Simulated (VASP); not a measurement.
# Sn (I4_1/amd) in VASP: single point with PBEsol

Aim: the single point of Sn with PBEsol.

Everything below comes from runs of VASP 6.6.1. Logs are shortened: lines on timing, memory, paths and dates and some standing lists are left out, and cuts for length are marked.

## (1) The cell of the first run

Symmetry: I4_1/amd, No. 141, tetragonal system. The conventional cell has a = 6.057 Å, b = 6.057 Å, c = 3.295 Å, α = 90.00°, β = 90.00°, γ = 90.00°. Within 4.1 Å of Sn (site symmetry -4m2) lie 10 Sn at 3.14 to 3.91 Å.

## (2) Single point, PBEsol (strain +0.030 along x and y, +0.030 along z)

INCAR

```
  PREC = Accurate
  ENCUT = 520
  EDIFF = 1E-7
  ISMEAR = 0
  SIGMA = 0.15
  LREAL = False
  LASPH = True
  NELM = 60
  ALGO = Fast
  ISIF = 2
  LWAVE = False
  LCHARG = False
  GGA = PS
  NBANDS = 21
```

KPOINTS

```
Automatic mesh
0
Gamma
  16 16 16
```

POSCAR

```
Sn
1.0
   -3.0283446690      3.0283446690      1.6472810486
    3.0283446690     -3.0283446690      1.6472810486
    3.0283446690      3.0283446690     -1.6472810486
Sn
2
Direct
    0.7500000000      0.2500000000      0.5000000000
    0.0000000000      0.0000000000      0.0000000000
```

Potentials or basis: VASP PAW PBE potentials, release 64 (Sn_d).

Run with:

```console
cat potpaw_PBE.64/Sn_d/POTCAR > POTCAR
mpirun -np 1 vasp_std > vasp.out
```

OUTCAR:

```text
PREC = Accurate
   ENCUT = 520
   EDIFF = 1E-7
   ISMEAR = 0
   LREAL = False
   LASPH = True
   NELM = 60
   ISIF = 2
   GGA = PS

 ion  position               nearest neighbor table
   1  0.750  0.250  0.500-   2 3.14   2 3.14   2 3.14   2 3.14
   2  0.000  0.000  0.000-   1 3.14   1 3.14   1 3.14   1 3.14

  LATTYP: Found a body centered tetragonal cell.
 ALAT       =     6.0566893380
 C/A-ratio  =     0.5439542815

  Lattice vectors:

 A1 = (  -3.0283446690,   3.0283446690,   1.6472810486)
 A2 = (   3.0283446690,  -3.0283446690,   1.6472810486)
 A3 = (   3.0283446690,   3.0283446690,  -1.6472810486)

Analysis of symmetry for initial positions (statically):
=====================================================================
 Subroutine PRICEL returns:
 Original cell was already a primitive cell.

 Routine SETGRP: Setting up the symmetry group for a
 body centered tetragonal supercell.

 Subroutine GETGRP returns: Found 16 space group operations
 (whereof  8 operations were pure point group operations)
 out of a pool of 16 trial point group operations.

The static configuration has the point symmetry D_2d.
 The point group associated with its full space group is D_4h.

Analysis of symmetry for dynamics (positions and initial velocities):
=====================================================================
 Subroutine PRICEL returns:
 Original cell was already a primitive cell.

 Routine SETGRP: Setting up the symmetry group for a
 body centered tetragonal supercell.

 Subroutine GETGRP returns: Found 16 space group operations
 (whereof  8 operations were pure point group operations)
 out of a pool of 16 trial point group operations.

The dynamic configuration has the point symmetry D_2d.
 The point group associated with its full space group is D_4h.

 Subroutine INISYM returns: Found 16 space group operations
 (whereof  8 operations are pure point group operations),
 and found     1 'primitive' translations

----------------------------------------------------------------------------------------

                                     Primitive cell

  volume of cell :      60.4280

  direct lattice vectors                    reciprocal lattice vectors
    -3.028344669  3.028344669  1.647281049     0.000000000  0.165106702  0.303530476
     3.028344669 -3.028344669  1.647281049     0.165106702  0.000000000  0.303530476
     3.028344669  3.028344669 -1.647281049     0.165106702  0.165106702  0.000000000

  length of vectors
     4.588603025  4.588603025  4.588603025     0.345529988  0.345529988  0.233496137

  position of ions in fractional coordinates (direct lattice)
     0.750000000  0.250000000  0.500000000
     0.000000000  0.000000000  0.000000000

  ion indices of the primitive-cell ions
   primitive index   ion index
                 1           1
                 2           2

----------------------------------------------------------------------------------------

 KPOINTS: Automatic mesh

Automatic generation of k-mesh.
 Grid dimensions read from file:
 generate k-points for:   16   16   16

 Generating k-lattice:

  Cartesian coordinates                     Fractional coordinates (reciprocal lattice)
     0.000000000  0.010319169  0.018970655     0.062500000  0.000000000 -0.000000000
     0.010319169  0.000000000  0.018970655     0.000000000  0.062500000 -0.000000000
     0.010319169  0.010319169  0.000000000     0.000000000  0.000000000  0.062500000

  Length of vectors
     0.021595624  0.021595624  0.014593509

  Shift w.r.t. Gamma in fractional coordinates (k-lattice)
     0.000000000  0.000000000  0.000000000

 Subroutine IBZKPT returns following result:
 ===========================================

 Found    349 irreducible k-points:

 Following reciprocal coordinates:
            Coordinates               Weight
  0.000000  0.000000  0.000000      1.000000
  0.062500 -0.000000  0.000000      8.000000
  0.125000 -0.000000  0.000000      8.000000
  0.187500  0.000000  0.000000      8.000000
  0.250000 -0.000000  0.000000      8.000000
  0.312500  0.000000 -0.000000      8.000000
[... 16 lines left out ...]
 -0.125000  0.062500 -0.000000     16.000000
 -0.062500  0.062500  0.000000      4.000000
 [... further k-points ...]
   k-points           NKPTS =    349   k-points in BZ     NKDIM =    349   number of bands    NBANDS=     21
   number of dos      NEDOS =    301   number of ions     NIONS =      2
   total plane-waves  NPLWV =  46656
   dimension x,y,z NGX =    36 NGY =   36 NGZ =   36
   dimension x,y,z NGXF=    72 NGYF=   72 NGZF=   72
   ions per type =               2
   NGX,Y,Z   is equivalent  to a cutoff of  13.04, 13.04, 13.04 a.u.
   NGXF,Y,Z  is equivalent  to a cutoff of  26.09, 26.09, 26.09 a.u.
 SYSTEM =  unknown system
   PREC   = accura    normal or accurate (medium, high low for compatibility)
   ISTART =      0    job   : 0-new  1-cont  2-samecut
   ICHARG =      2    charge: 1-file 2-atom 10-const
   ISPIN  =      1    spin polarized calculation?
   LNONCOLLINEAR =      F non collinear calculations
   LSORBIT =      F    spin-orbit coupling
   LASPH  =      T    aspherical Exc in radial PAW
   ENCUT  =  520.0 eV  38.22 Ry    6.18 a.u.   8.53  8.53  8.53*2*pi/ulx,y,z
   NELM   =     60;   NELMIN=  2; NELMDL= -5     # of ELM steps
   EDIFF  = 0.1E-06   stopping-criterion for ELM
   LREAL  =      F    real-space projection
   EDIFFG = 0.1E-05   stopping-criterion for IOM
   NSW    =      0    number of steps for IOM
   IBRION =     -1    ionic relax: 0-MD 1-quasi-New 2-CG
   NFREE  =      0    steps in history (QN), initial steepest desc. (CG)
   ISIF   =      2    stress and relaxation
   ISYM   =      2    0-nonsym 1-usesym 2-fastsym
   POTIM  = 0.5000    time-step for ionic-motion
   TEBEG  =    0.0;   TEEND  =   0.0 temperature during run
   PSTRESS=    0.0 pullay stress
   NELECT =      28.0000    total number of electrons
   NUPDOWN=      -1.0000    fix difference up-down
   EMIN   =  10.00;   EMAX   =-10.00  energy-range for DOS
   EFERMI =   0.00;   METHOD = LEGACY
   ISMEAR =     0;   SIGMA  =   0.15  broadening in eV -4-tet -1-fermi 0-gaus
   EFERMI_NEDOS =   21; number of points for ismear=-14 and -15
   IALGO  =     68    algorithm
   IMIX   =      4    mixing-type and parameters
     AMIX     =   0.40;   BMIX     =  1.00
     AMIX_MAG =   1.60;   BMIX_MAG =  1.00
  volume/ion in A,a.u.               =      30.21       203.89
  Fermi-wavevector in a.u.,A,eV,Ry     =   1.266820  2.393942 21.835060  1.604832
  Thomas-Fermi vector in A             =   2.400000
   LORBIT       =      0    0 simple, 1 ext, 2 COOP (PROOUT), +10 PAW based schemes
   GGA     = PS    functional components
   LHFCALC =     F    Hartree Fock is set to
   AEXX    =    0.0000 exact exchange contribution
   IVDW    =     0    specifies the selected vdW correction
   LEPSILON=     F    determine dielectric tensor
   LRPA    =     F    only Hartree local field effects (RPA)
 non-spin polarized calculation
 RMM-DIIS sequential band-by-band and
 Gauss-broadening in eV      SIGMA  =   0.15
  energy-cutoff  :      520.00
  volume of cell :       60.43
 maximum number of plane-waves:      1658
 NGX is ok and might be reduce to    36
   NGX = 17   NGY = 17   NGZ = 17

 number of electron      28.0000012 magnetization

 Free energy of the ion-electron system (eV)
  ---------------------------------------------------
  ext. energy  EPLUGINS =         0.00000000
  ---------------------------------------------------
  free energy    TOTEN  =        -8.41307858 eV

  energy without entropy =       -8.40206795  energy(sigma->0) =       -8.40757327

 E-fermi :   6.5509     XC(G=0):  -9.9563

 val. band max:        6.5431195327   @ k =   0.4375   0.4375   0.0000
 cond. band min:       6.5519854909   @ k =  -0.4375   0.1875  -0.0000
 fundamental gap:      0.0088659582
 Fermi energy:         6.5508536801

 k-point     1 :       0.0000    0.0000    0.0000
  band No.  band energies     occupation
      1     -14.8619      2.00000
      2     -14.8059      2.00000
      3     -14.7650      2.00000
      4     -14.7625      2.00000
      5     -14.6552      2.00000
      6     -14.6552      2.00000
[... 13 lines left out ...]
     20      15.9121      0.00000
     21      16.5279      0.00000

 k-point     2 :       0.0625   -0.0000    0.0000
  band No.  band energies     occupation
      1     -14.8602      2.00000
      2     -14.8000      2.00000
      3     -14.7630      2.00000
      4     -14.7556      2.00000
      5     -14.6591      2.00000
      6     -14.6587      2.00000
[... 13 lines left out ...]
     20      15.8677      0.00000
     21      16.2052      0.00000

 k-point     3 :       0.1250   -0.0000    0.0000
  band No.  band energies     occupation
      1     -14.8548      2.00000
      2     -14.7835      2.00000
      3     -14.7574      2.00000
      4     -14.7377      2.00000
      5     -14.6687      2.00000
      6     -14.6645      2.00000
[... 13 lines left out ...]
     20      14.9884      0.00000
     21      15.1511      0.00000

 k-point     4 :       0.1875    0.0000    0.0000
  band No.  band energies     occupation
      1     -14.8462      2.00000
      2     -14.7609      2.00000
      3     -14.7489      2.00000
      4     -14.7177      2.00000
      5     -14.6810      2.00000
      6     -14.6646      2.00000
[... 13 lines left out ...]
     20      14.1551      0.00000
     21      14.6528      0.00000

 k-point     5 :       0.2500   -0.0000    0.0000
  band No.  band energies     occupation
      1     -14.8357      2.00000
      2     -14.7404      2.00000
      3     -14.7395      2.00000
      4     -14.7106      2.00000
      5     -14.6934      2.00000
      6     -14.6661      2.00000
[... 13 lines left out ...]
     20      13.5176      0.00000
     21      14.7422      0.00000
[... 382 lines left out ...]
     20      14.4556      0.00000
     21      14.6063      0.00000

 k-point    22 :      -0.1875    0.0625    0.0000
  band No.  band energies     occupation
      1     -14.8483      2.00000
      2     -14.7850      2.00000
      3     -14.7522      2.00000
      4     -14.7436      2.00000
      5     -14.6685      2.00000
      6     -14.6598      2.00000
[... 13 lines left out ...]
     20      15.1033      0.00000
     21      15.2728      0.00000

 k-point    23 :      -0.1250    0.0625   -0.0000
  band No.  band energies     occupation
      1     -14.8555      2.00000
      2     -14.8008      2.00000
      3     -14.7596      2.00000
      4     -14.7586      2.00000
      5     -14.6603      2.00000
      6     -14.6558      2.00000
[... 13 lines left out ...]
     20      15.9374      0.00000
     21      16.2024      0.00000

 k-point    24 :      -0.0625    0.0625    0.0000
  band No.  band energies     occupation
      1     -14.8596      2.00000
      2     -14.8063      2.00000
      3     -14.7641      2.00000
      4     -14.7630      2.00000
      5     -14.6563      2.00000
      6     -14.6538      2.00000
[... 13 lines left out ...]
     20      16.1136      0.00000
     21      16.5438      0.00000

 [... further k-points ...]

------------------------ aborting loop because EDIFF is reached ----------------------------------------

  FORCE on cell =-STRESS in cart. coord.  units (eV):
  Direction    XX          YY          ZZ          XY          YZ          ZX
  --------------------------------------------------------------------------------------
  -------------------------------------------------------------------------------------
  Total       -1.8515611     -1.8515611     -1.9478861      0.0000000      0.0000000      0.0000000
  in kB      -49.0919564    -49.0919564    -51.6458998      0.0000000      0.0000000      0.0000000
  external PRESSURE =     -49.9432708 kB  Pullay stress =       0.0000000 kB

 VOLUME and BASIS-vectors are now :
 -----------------------------------------------------------------------------
  energy-cutoff  :      520.00
  volume of cell :       60.43
      direct lattice vectors                 reciprocal lattice vectors
    -3.028344669  3.028344669  1.647281049     0.000000000  0.165106702  0.303530476
     3.028344669 -3.028344669  1.647281049     0.165106702  0.000000000  0.303530476
     3.028344669  3.028344669 -1.647281049     0.165106702  0.165106702  0.000000000

 POSITION                                       TOTAL-FORCE (eV/Angst)
 -----------------------------------------------------------------------------------
     -0.00000      3.02834      0.82364         0.000000      0.000000      0.000000
      0.00000      0.00000      0.00000        -0.000000     -0.000000     -0.000000
 -----------------------------------------------------------------------------------
    total drift:                               -0.000000      0.000000     -0.000000

  FREE ENERGIE OF THE ION-ELECTRON SYSTEM (eV)
  ---------------------------------------------------
  free  energy   TOTEN  =        -8.4130785805 eV

  energy  without entropy=       -8.4020679513  energy(sigma->0) =       -8.40757327
```

It took 10 min on 1 thread of Intel Xeon Platinum 8259CL at 2.50GHz (Skylake/Cascade Lake), shared host; peak memory 0.47 GiB.

What came out:

```
Free energy            : -8.4131 eV
Pressure               : -5.0 GPa
Band gap on the k mesh : zero (bands 14 and 15 overlap by 3.72 eV)
```

Caveat: the cell differs from its parent crystal (strain +0.030 along x and y, +0.030 along z); the cell stands under tension; the PAW data sets were made with another functional, which shifts forces and pressure a little; spin-orbit coupling is left out, which moves the levels of the heavy elements.
